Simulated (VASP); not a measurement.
# Sn4Se3S (Cmmm) in VASP: single point with PBE

Aim: the single point of Sn4Se3S with PBE.

Program: VASP 6.6.1. These are calculated values, not measurements. Logs are shortened: lines on timing, memory, paths and dates and some standing lists are left out, and cuts for length are marked.

### Step 1. The cell of the first run

Symmetry: Cmmm, No. 65, orthorhombic system. The conventional cell has a = 8.546 Å, b = 12.086 Å, c = 4.273 Å, α = 90.00°, β = 90.00°, γ = 90.00°. Within 4.0 Å of Sn (site symmetry 2mm) lie 2 S at 3.02 Å and 4 Se at 3.02 Å. Sn (site symmetry m2m) has 5 Se at 3.02 Å and 1 S at 3.02 Å within 4.0 Å. Se (site symmetry 2/m) has 6 Sn at 3.02 Å within 4.0 Å. Se (site symmetry mmm) has 6 Sn at 3.02 Å within 4.0 Å. S (site symmetry mmm) has 6 Sn at 3.02 Å within 4.0 Å.

### Step 2. Single point, PBE

INCAR reads:

```
SYSTEM = Sn4Se3S
PREC = Accurate
ENCUT = 520
EDIFF = 1E-6
ISMEAR = 0
SIGMA = 0.1
LREAL = .FALSE.
LASPH = .TRUE.
NELM = 60
ALGO = Normal
ISIF = 2
LWAVE = .FALSE.
LCHARG = .FALSE.
GGA = PE
NBANDS = 50
```

KPOINTS reads:

```
Automatic mesh
0
G
  4 4 4
  0 0 0
```

POSCAR reads:

```
Sn4Se3S
1.0
    4.2729569100     -6.0428736200      0.0000000000
    4.2729569100      6.0428736200      0.0000000000
    0.0000000000      0.0000000000      4.2729569100
Sn Se S
4 3 1
Direct
    0.7500000000      0.7500000000      0.0000000000
    0.7500000000      0.2500000000      0.5000000000
    0.2500000000      0.7500000000      0.5000000000
    0.2500000000      0.2500000000      0.0000000000
    0.0000000000      0.5000000000      0.0000000000
    0.0000000000      0.0000000000      0.5000000000
    0.5000000000      0.0000000000      0.0000000000
    0.5000000000      0.5000000000      0.5000000000
```

Potentials or basis: VASP PAW PBE potentials, release 64 (Sn_d, Se, S).

Run with:

```
cat potpaw_PBE.64/Sn_d/POTCAR potpaw_PBE.64/Se/POTCAR potpaw_PBE.64/S/POTCAR > POTCAR
mpirun -np 1 vasp_std > vasp.out
```

OUTCAR:

```text
SYSTEM = Sn4Se3S
   PREC = Accurate
   ENCUT = 520
   EDIFF = 1E-6
   ISMEAR = 0
   LREAL = .FALSE.
   LASPH = .TRUE.
   NELM = 60
   ISIF = 2
   GGA = PE

 ion  position               nearest neighbor table
   1  0.750  0.750  0.000-   6 3.02   8 3.02   6 3.02   8 3.02   7 3.02   5 3.02
   2  0.750  0.250  0.500-   5 3.02   7 3.02   5 3.02   7 3.02   6 3.02   8 3.02
   3  0.250  0.750  0.500-   5 3.02   7 3.02   5 3.02   7 3.02   6 3.02   8 3.02
   4  0.250  0.250  0.000-   6 3.02   8 3.02   6 3.02   8 3.02   7 3.02   5 3.02
   5  0.000  0.500  0.000-   2 3.02   3 3.02   2 3.02   3 3.02   1 3.02   4 3.02
   6  0.000  0.000  0.500-   1 3.02   4 3.02   1 3.02   4 3.02   3 3.02   2 3.02
   7  0.500  0.000  0.000-   2 3.02   3 3.02   2 3.02   3 3.02   1 3.02   4 3.02
   8  0.500  0.500  0.500-   1 3.02   4 3.02   1 3.02   4 3.02   3 3.02   2 3.02

  LATTYP: Found a base centered orthorhombic cell.
 ALAT       =     8.5459138200
 B/A-ratio  =     1.4142135639
 C/A-ratio  =     0.5000000000

  Lattice vectors:

 A1 = (   4.2729569100,  -6.0428736200,   0.0000000000)
 A2 = (   4.2729569100,   6.0428736200,   0.0000000000)
 A3 = (   0.0000000000,   0.0000000000,   4.2729569100)

Analysis of symmetry for initial positions (statically):
=====================================================================
 Subroutine PRICEL returns:
 Original cell was already a primitive cell.

 Routine SETGRP: Setting up the symmetry group for a
 base centered orthorhombic supercell.

 Subroutine GETGRP returns: Found  8 space group operations
 (whereof  8 operations were pure point group operations)
 out of a pool of  8 trial point group operations.

The static configuration has the point symmetry D_2h.

Analysis of symmetry for dynamics (positions and initial velocities):
=====================================================================
 Subroutine PRICEL returns:
 Original cell was already a primitive cell.

 Routine SETGRP: Setting up the symmetry group for a
 base centered orthorhombic supercell.

 Subroutine GETGRP returns: Found  8 space group operations
 (whereof  8 operations were pure point group operations)
 out of a pool of  8 trial point group operations.

The dynamic configuration has the point symmetry D_2h.

 Subroutine INISYM returns: Found  8 space group operations
 (whereof  8 operations are pure point group operations),
 and found     1 'primitive' translations

----------------------------------------------------------------------------------------

                                     Primitive cell

  volume of cell :     220.6635

  direct lattice vectors                    reciprocal lattice vectors
     4.272956910 -6.042873620  0.000000000     0.117014988 -0.082742091  0.000000000
     4.272956910  6.042873620  0.000000000     0.117014988  0.082742091  0.000000000
     0.000000000  0.000000000  4.272956910     0.000000000  0.000000000  0.234029975

  length of vectors
     7.400978472  7.400978472  4.272956910     0.143313506  0.143313506  0.234029975

  position of ions in fractional coordinates (direct lattice)
     0.750000000  0.750000000  0.000000000
     0.750000000  0.250000000  0.500000000
     0.250000000  0.750000000  0.500000000
     0.250000000  0.250000000  0.000000000
     0.000000000  0.500000000  0.000000000
     0.000000000  0.000000000  0.500000000
     0.500000000  0.000000000  0.000000000
     0.500000000  0.500000000  0.500000000

  ion indices of the primitive-cell ions
   primitive index   ion index
                 1           1
                 2           2
                 3           3
                 4           4
                 5           5
                 6           6
                 7           7
                 8           8

----------------------------------------------------------------------------------------

 KPOINTS: Automatic mesh

Automatic generation of k-mesh.
 Grid dimensions read from file:
 generate k-points for:    4    4    4

 Generating k-lattice:

  Cartesian coordinates                     Fractional coordinates (reciprocal lattice)
     0.029253747 -0.020685523  0.000000000     0.250000000  0.000000000  0.000000000
     0.029253747  0.020685523  0.000000000     0.000000000  0.250000000  0.000000000
     0.000000000  0.000000000  0.058507494     0.000000000  0.000000000  0.250000000

  Length of vectors
     0.035828376  0.035828376  0.058507494

  Shift w.r.t. Gamma in fractional coordinates (k-lattice)
     0.000000000  0.000000000  0.000000000

 Subroutine IBZKPT returns following result:
 ===========================================

 Found     21 irreducible k-points:

 Following reciprocal coordinates:
            Coordinates               Weight
  0.000000  0.000000  0.000000      1.000000
  0.250000 -0.000000  0.000000      4.000000
  0.500000 -0.000000  0.000000      2.000000
  0.250000  0.250000  0.000000      2.000000
  0.500000  0.250000  0.000000      4.000000
 -0.250000  0.250000  0.000000      2.000000
[... 13 lines left out ...]
 -0.250000  0.250000  0.500000      2.000000
  0.500000  0.500000  0.500000      1.000000
   k-points           NKPTS =     21   k-points in BZ     NKDIM =     21   number of bands    NBANDS=     50
   number of dos      NEDOS =    301   number of ions     NIONS =      8
   total plane-waves  NPLWV = 100352
   dimension x,y,z NGX =    56 NGY =   56 NGZ =   32
   dimension x,y,z NGXF=   112 NGYF=  112 NGZF=   64
   ions per type =               4   3   1
   NGX,Y,Z   is equivalent  to a cutoff of  12.58, 12.58, 12.45 a.u.
   NGXF,Y,Z  is equivalent  to a cutoff of  25.16, 25.16, 24.90 a.u.
 SYSTEM =  Sn4Se3S
   PREC   = accura    normal or accurate (medium, high low for compatibility)
   ISTART =      0    job   : 0-new  1-cont  2-samecut
   ICHARG =      2    charge: 1-file 2-atom 10-const
   ISPIN  =      1    spin polarized calculation?
   LNONCOLLINEAR =      F non collinear calculations
   LSORBIT =      F    spin-orbit coupling
   LASPH  =      T    aspherical Exc in radial PAW
   ENCUT  =  520.0 eV  38.22 Ry    6.18 a.u.  13.76 13.76  7.94*2*pi/ulx,y,z
   NELM   =     60;   NELMIN=  2; NELMDL= -5     # of ELM steps
   EDIFF  = 0.1E-05   stopping-criterion for ELM
   LREAL  =      F    real-space projection
   EDIFFG = 0.1E-04   stopping-criterion for IOM
   NSW    =      0    number of steps for IOM
   IBRION =     -1    ionic relax: 0-MD 1-quasi-New 2-CG
   NFREE  =      0    steps in history (QN), initial steepest desc. (CG)
   ISIF   =      2    stress and relaxation
   ISYM   =      2    0-nonsym 1-usesym 2-fastsym
   POTIM  = 0.5000    time-step for ionic-motion
   TEBEG  =    0.0;   TEEND  =   0.0 temperature during run
   PSTRESS=    0.0 pullay stress
   NELECT =      80.0000    total number of electrons
   NUPDOWN=      -1.0000    fix difference up-down
   EMIN   =  10.00;   EMAX   =-10.00  energy-range for DOS
   EFERMI =   0.00;   METHOD = LEGACY
   ISMEAR =     0;   SIGMA  =   0.10  broadening in eV -4-tet -1-fermi 0-gaus
   EFERMI_NEDOS =   21; number of points for ismear=-14 and -15
   IALGO  =     38    algorithm
   IMIX   =      4    mixing-type and parameters
     AMIX     =   0.40;   BMIX     =  1.00
     AMIX_MAG =   1.60;   BMIX_MAG =  1.00
  volume/ion in A,a.u.               =      27.58       186.14
  Fermi-wavevector in a.u.,A,eV,Ry     =   1.167333  2.205939 18.540191  1.362666
  Thomas-Fermi vector in A             =   2.303834
   LORBIT       =      0    0 simple, 1 ext, 2 COOP (PROOUT), +10 PAW based schemes
   GGA     = PE    functional components
   LHFCALC =     F    Hartree Fock is set to
   AEXX    =    0.0000 exact exchange contribution
   IVDW    =     0    specifies the selected vdW correction
   LEPSILON=     F    determine dielectric tensor
   LRPA    =     F    only Hartree local field effects (RPA)
 non-spin polarized calculation
 Gauss-broadening in eV      SIGMA  =   0.10
  energy-cutoff  :      520.00
  volume of cell :      220.66
 maximum number of plane-waves:      6000
   NGX = 27   NGY = 27   NGZ = 15

 number of electron      80.0000017 magnetization

 Free energy of the ion-electron system (eV)
  ---------------------------------------------------
  ext. energy  EPLUGINS =         0.00000000
  ---------------------------------------------------
  free energy    TOTEN  =       -33.39534756 eV

  energy without entropy =      -33.39522308  energy(sigma->0) =      -33.39528532

 E-fermi :   5.6322     XC(G=0):  -9.4809

 val. band max:        5.4500480339   @ k =   0.0000   0.0000   0.0000
 cond. band min:       5.8143461730   @ k =   0.5000   0.5000   0.5000
 fundamental gap:      0.3642981391
 Fermi energy:         5.6322428522

 k-point     1 :       0.0000    0.0000    0.0000
  band No.  band energies     occupation
      1     -16.2628      2.00000
      2     -16.2507      2.00000
      3     -16.2483      2.00000
      4     -16.2455      2.00000
      5     -16.2454      2.00000
      6     -16.2443      2.00000
[... 42 lines left out ...]
     49       9.6607      0.00000
     50       9.6612      0.00000

 k-point     2 :       0.2500   -0.0000    0.0000
  band No.  band energies     occupation
      1     -16.2602      2.00000
      2     -16.2514      2.00000
      3     -16.2464      2.00000
      4     -16.2446      2.00000
      5     -16.2439      2.00000
      6     -16.2434      2.00000
[... 42 lines left out ...]
     49       8.9697      0.00000
     50       8.9726      0.00000

 k-point     3 :       0.5000   -0.0000    0.0000
  band No.  band energies     occupation
      1     -16.2554      2.00000
      2     -16.2545      2.00000
      3     -16.2436      2.00000
      4     -16.2436      2.00000
      5     -16.2431      2.00000
      6     -16.2429      2.00000
[... 943 lines left out ...]
     49       9.0683      0.00000
     50       9.0817      0.00000

 k-point    21 :       0.5000    0.5000    0.5000
  band No.  band energies     occupation
      1     -16.2619      2.00000
      2     -16.2605      2.00000
      3     -16.2484      2.00000
      4     -16.2476      2.00000
      5     -16.2467      2.00000
      6     -16.2447      2.00000
[... 42 lines left out ...]
     49      10.3941      0.00000
     50      10.4743      0.00000

------------------------ aborting loop because EDIFF is reached ----------------------------------------

  FORCE on cell =-STRESS in cart. coord.  units (eV):
  Direction    XX          YY          ZZ          XY          YZ          ZX
  --------------------------------------------------------------------------------------
  -------------------------------------------------------------------------------------
  Total       -1.4531415     -1.4878856     -1.4027401      0.0000000      0.0000000      0.0000000
  in kB      -10.5508622    -10.8031294    -10.1849116      0.0000000      0.0000000      0.0000000
  external PRESSURE =     -10.5129678 kB  Pullay stress =       0.0000000 kB

 VOLUME and BASIS-vectors are now :
 -----------------------------------------------------------------------------
  energy-cutoff  :      520.00
  volume of cell :      220.66
      direct lattice vectors                 reciprocal lattice vectors
     4.272956910 -6.042873620  0.000000000     0.117014988 -0.082742091  0.000000000
     4.272956910  6.042873620  0.000000000     0.117014988  0.082742091  0.000000000
     0.000000000  0.000000000  4.272956910     0.000000000  0.000000000  0.234029975

 POSITION                                       TOTAL-FORCE (eV/Angst)
 -----------------------------------------------------------------------------------
      6.40944      0.00000      0.00000        -0.384608      0.000000     -0.000000
      4.27296     -3.02144      2.13648        -0.000000      0.271150     -0.000000
      4.27296      3.02144      2.13648        -0.000000     -0.271150      0.000000
      2.13648      0.00000      0.00000         0.384608      0.000000     -0.000000
      2.13648      3.02144      0.00000        -0.000000      0.000000     -0.000000
      0.00000      0.00000      2.13648        -0.000000      0.000000     -0.000000
      2.13648     -3.02144      0.00000        -0.000000      0.000000     -0.000000
      4.27296      0.00000      2.13648        -0.000000      0.000000     -0.000000
 -----------------------------------------------------------------------------------
    total drift:                               -0.000000     -0.000000     -0.000000

  FREE ENERGIE OF THE ION-ELECTRON SYSTEM (eV)
  ---------------------------------------------------
  free  energy   TOTEN  =       -33.3953475563 eV

  energy  without entropy=      -33.3952230781  energy(sigma->0) =      -33.39528532
```

It took 6.2 min on 1 thread of Intel Xeon 8259CL, shared host; peak memory 0.42 GiB.

What came out:

```yaml
Free_energy: -33.3953 eV
Pressure: -1.1 GPa
Largest_force: 0.385 eV/Å
Band_gap_on_the_k_mesh: 0.36 eV (least direct gap 0.37 eV)
```

Forces in eV/Å, atoms in the order of the input:
```
Sn  -0.385  0.000  0.000
Sn   0.000  0.271  0.000
Sn   0.000 -0.271  0.000
Sn   0.385  0.000  0.000
Se   0.000  0.000  0.000
Se   0.000  0.000  0.000
Se   0.000  0.000  0.000
S    0.000  0.000  0.000
```

Levels at points of the mesh, in eV from the valence-band top:
| k point | band 37 | band 38 | band 39 | band 40 | band 41 | band 42 | band 43 | band 44 |
| --- | --- | --- | --- | --- | --- | --- | --- | --- |
| (0.00, 0.00, 0.00) | -1.99 | -1.97 | -0.06 | 0.00 | 0.37 | 0.42 | 1.22 | 1.22 |
| (0.50, 0.00, 0.00) | -2.14 | -2.14 | -1.14 | -1.05 | 1.98 | 2.10 | 2.35 | 2.35 |
| (0.50, 0.50, 0.00) | -1.76 | -1.69 | -0.74 | -0.63 | 1.03 | 1.13 | 1.65 | 1.78 |
| (0.00, 0.00, 0.50) | -1.01 | -0.86 | -0.74 | -0.63 | 1.02 | 1.13 | 1.46 | 1.48 |
| (0.50, 0.00, 0.50) | -2.21 | -2.20 | -2.18 | -2.12 | 2.28 | 2.62 | 2.63 | 2.71 |
| (0.50, 0.50, 0.50) | -1.99 | -1.98 | -0.06 | -0.01 | 0.36 | 0.42 | 1.21 | 1.23 |

Caveat: semilocal functionals underestimate gaps, and a narrow one can read as zero; spin-orbit coupling is left out, which moves the levels of the heavy elements. A k mesh can miss the band edges.
